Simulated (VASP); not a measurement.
# TiAl (P4/mmm) in VASP: further runs

Runs on TiAl. Level: PBEsol. Tasks: single point.

Everything below comes from runs of VASP 6.6.1. Logs are shortened: lines on timing, memory, paths and dates and some standing lists are left out, and cuts for length are marked.

## 1. The cell of the first run

It takes space group P4/mmm (No. 123, tetragonal). Conventional cell: a = 3.306 Å, b = 3.306 Å, c = 3.433 Å, α = 90.00°, β = 90.00°, γ = 90.00°. Within 3.8 Å of Ti (site symmetry 4/mmm) lie 8 Al at 2.90 Å and 6 Ti at 3.31 to 3.43 Å. Al (site symmetry 4/mmm) has 8 Ti at 2.90 Å and 6 Al at 3.31 to 3.43 Å within 3.8 Å.

## 2. Single point, PBEsol (strain +0.040 along x and y, +0.080 along z)

Input file INCAR:

```
PREC = Accurate
ENCUT = 520
EDIFF = 1E-7
ISMEAR = 0
SIGMA = 0.15
LREAL = F
LASPH = T
NELM = 100
ALGO = Fast
ISIF = 2
LWAVE = F
LCHARG = F
GGA = PS
NBANDS = 14
```

Input file KPOINTS:

```
regular mesh
0
Gamma
  16 16 16
```

Input file POSCAR:

```
TiAl
1.0
    3.3062265600      0.0000000000      0.0000000000
    0.0000000000      3.3062265600      0.0000000000
    0.0000000000      0.0000000000      3.4333891200
Ti Al
1 1
Direct
    0.0000000000      0.0000000000      0.0000000000
    0.5000000000      0.5000000000      0.5000000000
```

Potentials or basis: VASP PAW PBE potentials, release 64 (Ti_sv, Al).

The run is started by

```console
cat potpaw_PBE.64/Ti_sv/POTCAR potpaw_PBE.64/Al/POTCAR > POTCAR
mpirun -np 1 vasp_std > vasp.out
```

OUTCAR:

```text
PREC = Accurate
   ENCUT = 520
   EDIFF = 1E-7
   ISMEAR = 0
   LREAL = F
   LASPH = T
   NELM = 100
   ISIF = 2
   GGA = PS

 ion  position               nearest neighbor table
   1  0.000  0.000  0.000-   2 2.90   2 2.90   2 2.90   2 2.90   2 2.90   2 2.90   2 2.90   2 2.90

   2  0.500  0.500  0.500-   1 2.90   1 2.90   1 2.90   1 2.90   1 2.90   1 2.90   1 2.90   1 2.90

  LATTYP: Found a simple tetragonal cell.
 ALAT       =     3.3062265600
 C/A-ratio  =     1.0384615385

  Lattice vectors:

 A1 = (   3.3062265600,   0.0000000000,   0.0000000000)
 A2 = (   0.0000000000,   3.3062265600,   0.0000000000)
 A3 = (   0.0000000000,   0.0000000000,   3.4333891200)

Analysis of symmetry for initial positions (statically):
=====================================================================
 Subroutine PRICEL returns:
 Original cell was already a primitive cell.

 Routine SETGRP: Setting up the symmetry group for a
 simple tetragonal supercell.

 Subroutine GETGRP returns: Found 16 space group operations
 (whereof 16 operations were pure point group operations)
 out of a pool of 16 trial point group operations.

The static configuration has the point symmetry D_4h.

Analysis of symmetry for dynamics (positions and initial velocities):
=====================================================================
 Subroutine PRICEL returns:
 Original cell was already a primitive cell.

 Routine SETGRP: Setting up the symmetry group for a
 simple tetragonal supercell.

 Subroutine GETGRP returns: Found 16 space group operations
 (whereof 16 operations were pure point group operations)
 out of a pool of 16 trial point group operations.

The dynamic configuration has the point symmetry D_4h.

 Subroutine INISYM returns: Found 16 space group operations
 (whereof 16 operations are pure point group operations),
 and found     1 'primitive' translations

----------------------------------------------------------------------------------------

                                     Primitive cell

  volume of cell :      37.5308

  direct lattice vectors                    reciprocal lattice vectors
     3.306226560  0.000000000  0.000000000     0.302459611  0.000000000  0.000000000
     0.000000000  3.306226560  0.000000000     0.000000000  0.302459611  0.000000000
     0.000000000  0.000000000  3.433389120     0.000000000  0.000000000  0.291257403

  length of vectors
     3.306226560  3.306226560  3.433389120     0.302459611  0.302459611  0.291257403

  position of ions in fractional coordinates (direct lattice)
     0.000000000  0.000000000  0.000000000
     0.500000000  0.500000000  0.500000000

  ion indices of the primitive-cell ions
   primitive index   ion index
                 1           1
                 2           2

----------------------------------------------------------------------------------------

 KPOINTS: regular mesh

Automatic generation of k-mesh.
 Grid dimensions read from file:
 generate k-points for:   16   16   16

 Generating k-lattice:

  Cartesian coordinates                     Fractional coordinates (reciprocal lattice)
     0.018903726  0.000000000  0.000000000     0.062500000  0.000000000  0.000000000
     0.000000000  0.018903726  0.000000000     0.000000000  0.062500000  0.000000000
     0.000000000  0.000000000  0.018203588     0.000000000  0.000000000  0.062500000

  Length of vectors
     0.018903726  0.018903726  0.018203588

  Shift w.r.t. Gamma in fractional coordinates (k-lattice)
     0.000000000  0.000000000  0.000000000

 Subroutine IBZKPT returns following result:
 ===========================================

 Found    405 irreducible k-points:

 Following reciprocal coordinates:
            Coordinates               Weight
  0.000000  0.000000  0.000000      1.000000
  0.062500  0.000000  0.000000      4.000000
  0.125000  0.000000  0.000000      4.000000
  0.187500  0.000000  0.000000      4.000000
  0.250000  0.000000  0.000000      4.000000
  0.312500  0.000000  0.000000      4.000000
[... 16 lines left out ...]
  0.437500  0.125000  0.000000      8.000000
  0.500000  0.125000  0.000000      4.000000
 [... further k-points ...]
   k-points           NKPTS =    405   k-points in BZ     NKDIM =    405   number of bands    NBANDS=     14
   number of dos      NEDOS =    301   number of ions     NIONS =      2
   total plane-waves  NPLWV =  21952
   dimension x,y,z NGX =    28 NGY =   28 NGZ =   28
   dimension x,y,z NGXF=    56 NGYF=   56 NGZF=   56
   ions per type =               1   1
   NGX,Y,Z   is equivalent  to a cutoff of  14.08, 14.08, 13.56 a.u.
   NGXF,Y,Z  is equivalent  to a cutoff of  28.16, 28.16, 27.12 a.u.
 SYSTEM =  unknown system
   PREC   = accura    normal or accurate (medium, high low for compatibility)
   ISTART =      0    job   : 0-new  1-cont  2-samecut
   ICHARG =      2    charge: 1-file 2-atom 10-const
   ISPIN  =      1    spin polarized calculation?
   LNONCOLLINEAR =      F non collinear calculations
   LSORBIT =      F    spin-orbit coupling
   LASPH  =      T    aspherical Exc in radial PAW
   ENCUT  =  520.0 eV  38.22 Ry    6.18 a.u.   6.15  6.15  6.38*2*pi/ulx,y,z
   NELM   =    100;   NELMIN=  2; NELMDL= -5     # of ELM steps
   EDIFF  = 0.1E-06   stopping-criterion for ELM
   LREAL  =      F    real-space projection
   EDIFFG = 0.1E-05   stopping-criterion for IOM
   NSW    =      0    number of steps for IOM
   IBRION =     -1    ionic relax: 0-MD 1-quasi-New 2-CG
   NFREE  =      0    steps in history (QN), initial steepest desc. (CG)
   ISIF   =      2    stress and relaxation
   ISYM   =      2    0-nonsym 1-usesym 2-fastsym
   POTIM  = 0.5000    time-step for ionic-motion
   TEBEG  =    0.0;   TEEND  =   0.0 temperature during run
   PSTRESS=    0.0 pullay stress
   NELECT =      15.0000    total number of electrons
   NUPDOWN=      -1.0000    fix difference up-down
   EMIN   =  10.00;   EMAX   =-10.00  energy-range for DOS
   EFERMI =   0.00;   METHOD = LEGACY
   ISMEAR =     0;   SIGMA  =   0.15  broadening in eV -4-tet -1-fermi 0-gaus
   EFERMI_NEDOS =   21; number of points for ismear=-14 and -15
   IALGO  =     68    algorithm
   IMIX   =      4    mixing-type and parameters
     AMIX     =   0.40;   BMIX     =  1.00
     AMIX_MAG =   1.60;   BMIX_MAG =  1.00
  volume/ion in A,a.u.               =      18.77       126.64
  Fermi-wavevector in a.u.,A,eV,Ry     =   1.205894  2.278809 19.785328  1.454181
  Thomas-Fermi vector in A             =   2.341577
   LORBIT       =      0    0 simple, 1 ext, 2 COOP (PROOUT), +10 PAW based schemes
   GGA     = PS    functional components
   LHFCALC =     F    Hartree Fock is set to
   AEXX    =    0.0000 exact exchange contribution
   IVDW    =     0    specifies the selected vdW correction
   LEPSILON=     F    determine dielectric tensor
   LRPA    =     F    only Hartree local field effects (RPA)
 non-spin polarized calculation
 RMM-DIIS sequential band-by-band and
 Gauss-broadening in eV      SIGMA  =   0.15
  energy-cutoff  :      520.00
  volume of cell :       37.53
 maximum number of plane-waves:      1040
 NGX is ok and might be reduce to    28
   NGX = 13   NGY = 13   NGZ = 13

 number of electron      14.9999997 magnetization

 Free energy of the ion-electron system (eV)
  ---------------------------------------------------
  ext. energy  EPLUGINS =         0.00000000
  ---------------------------------------------------
  free energy    TOTEN  =       -12.66983236 eV

  energy without entropy =      -12.63457548  energy(sigma->0) =      -12.65220392

 E-fermi :   7.1056     XC(G=0): -10.5326

 val. band max:        7.1039172746   @ k =   0.4375   0.2500   0.3750
 cond. band min:       7.1067310037   @ k =   0.3125   0.0000   0.1875
 fundamental gap:      0.0028137290
 Fermi energy:         7.1055794089

 k-point     1 :       0.0000    0.0000    0.0000
  band No.  band energies     occupation
      1     -49.8472      2.00000
      2     -26.1779      2.00000
      3     -26.1411      2.00000
      4     -26.1411      2.00000
      5      -1.4375      2.00000
      6       5.9736      2.00000
      7       6.0490      2.00000
      8       8.5342      0.00000
      9       8.5342      0.00000
     10       8.6814      0.00000
     11      10.2820      0.00000
     12      11.1887      0.00000
     13      11.1887      0.00000
     14      15.1210      0.00000

 k-point     2 :       0.0625    0.0000    0.0000
  band No.  band energies     occupation
      1     -49.8468      2.00000
      2     -26.1775      2.00000
      3     -26.1452      2.00000
      4     -26.1407      2.00000
      5      -1.3813      2.00000
      6       5.9781      2.00000
      7       6.0389      2.00000
      8       8.4133      0.00000
      9       8.5406      0.00000
     10       8.5969      0.00000
     11      10.4459      0.00000
     12      10.8859      0.00000
     13      11.3159      0.00000
     14      15.2022      0.00000

 k-point     3 :       0.1250    0.0000    0.0000
  band No.  band energies     occupation
      1     -49.8459      2.00000
      2     -26.1765      2.00000
      3     -26.1570      2.00000
      4     -26.1397      2.00000
      5      -1.2136      2.00000
      6       5.8865      2.00000
      7       6.0885      2.00000
      8       8.1413      0.00000
      9       8.3872      0.00000
     10       8.5589      0.00000
     11      10.2632      0.00000
     12      10.8482      0.00000
     13      11.6549      0.00000
     14      14.8460      0.00000

 k-point     4 :       0.1875    0.0000    0.0000
  band No.  band energies     occupation
      1     -49.8445      2.00000
      2     -26.1749      2.00000
      3     -26.1746      2.00000
      4     -26.1382      2.00000
      5      -0.9375      2.00000
      6       5.6134      2.00000
      7       6.1952      2.00000
      8       7.8349      0.00000
      9       8.1289      0.00000
     10       8.5865      0.00000
     11       9.7136      0.00000
     12      11.3766      0.00000
     13      12.1335      0.00000
     14      14.6275      0.00000

 k-point     5 :       0.2500    0.0000    0.0000
  band No.  band energies     occupation
      1     -49.8429      2.00000
      2     -26.1953      2.00000
      3     -26.1730      2.00000
      4     -26.1364      2.00000
      5      -0.5579      2.00000
      6       5.1124      2.00000
      7       6.3309      2.00000
      8       7.5502      0.00003
      9       7.8756      0.00000
     10       8.6194      0.00000
     11       9.4231      0.00000
[... 276 lines left out ...]
 k-point    22 :       0.3750    0.1250    0.0000
  band No.  band energies     occupation
      1     -49.8386      2.00000
      2     -26.2314      2.00000
      3     -26.1681      2.00000
      4     -26.1484      2.00000
      5       0.6584      2.00000
      6       3.8097      2.00000
      7       6.5790      2.00000
      8       7.2041      0.35276
      9       7.2887      0.08434
     10       8.4643      0.00000
     11       9.5191      0.00000
     12      12.4965      0.00000
     13      13.6142      0.00000
     14      14.2398      0.00000

 k-point    23 :       0.4375    0.1250    0.0000
  band No.  band energies     occupation
      1     -49.8377      2.00000
      2     -26.2429      2.00000
      3     -26.1670      2.00000
      4     -26.1473      2.00000
      5       1.2359      2.00000
      6       3.0800      2.00000
      7       6.7317      1.99958
      8       7.1001      1.04093
      9       7.1508      0.67018
     10       8.4903      0.00000
     11       9.5898      0.00000
     12      12.8963      0.00000
     13      14.2698      0.00000
     14      14.3056      0.00000

 k-point    24 :       0.5000    0.1250    0.0000
  band No.  band energies     occupation
      1     -49.8374      2.00000
      2     -26.2470      2.00000
      3     -26.1667      2.00000
      4     -26.1470      2.00000
      5       1.5981      2.00000
      6       2.6637      2.00000
      7       6.8137      1.99407
      8       7.0648      1.29911
      9       7.0739      1.23486
     10       8.4996      0.00000
     11       9.6243      0.00000
     12      13.0527      0.00000
     13      14.4595      0.00000
     14      14.8149      0.00000

 [... further k-points ...]
[... 5 lines left out ...]
  --------------------------------------------------------------------------------------
  -------------------------------------------------------------------------------------
  Total       -3.6048897     -3.6048897     -3.0098658      0.0000000      0.0000000      0.0000000
  in kB     -153.8913898   -153.8913898   -128.4900420      0.0000000      0.0000000      0.0000000
  external PRESSURE =    -145.4242739 kB  Pullay stress =       0.0000000 kB

 VOLUME and BASIS-vectors are now :
 -----------------------------------------------------------------------------
  energy-cutoff  :      520.00
  volume of cell :       37.53
      direct lattice vectors                 reciprocal lattice vectors
     3.306226560  0.000000000  0.000000000     0.302459611  0.000000000  0.000000000
     0.000000000  3.306226560  0.000000000     0.000000000  0.302459611  0.000000000
     0.000000000  0.000000000  3.433389120     0.000000000  0.000000000  0.291257403

 POSITION                                       TOTAL-FORCE (eV/Angst)
 -----------------------------------------------------------------------------------
      0.00000      0.00000      0.00000         0.000000      0.000000      0.000000
      1.65311      1.65311      1.71669         0.000000      0.000000      0.000000
 -----------------------------------------------------------------------------------
    total drift:                               -0.000000     -0.000000     -0.000000

  FREE ENERGIE OF THE ION-ELECTRON SYSTEM (eV)
  ---------------------------------------------------
  free  energy   TOTEN  =       -12.6698323571 eV

  energy  without entropy=      -12.6345754818  energy(sigma->0) =      -12.65220392
```

It took 5.2 min on 1 thread of Intel Xeon Platinum 8488C (Sapphire Rapids), shared host; peak memory 0.33 GiB.

Results:

```yaml
Free_energy: -12.6698 eV
Pressure: -14.5 GPa
Band_gap_on_the_k_mesh: zero (an odd number of electrons rules out a gap without spin polarisation)
```

Caveat: the cell differs from its parent crystal (strain +0.040 along x and y, +0.080 along z); the cell stands under tension; the PAW data sets were made with another functional, which shifts forces and pressure a little.

(Continued in part 2 of 2.)
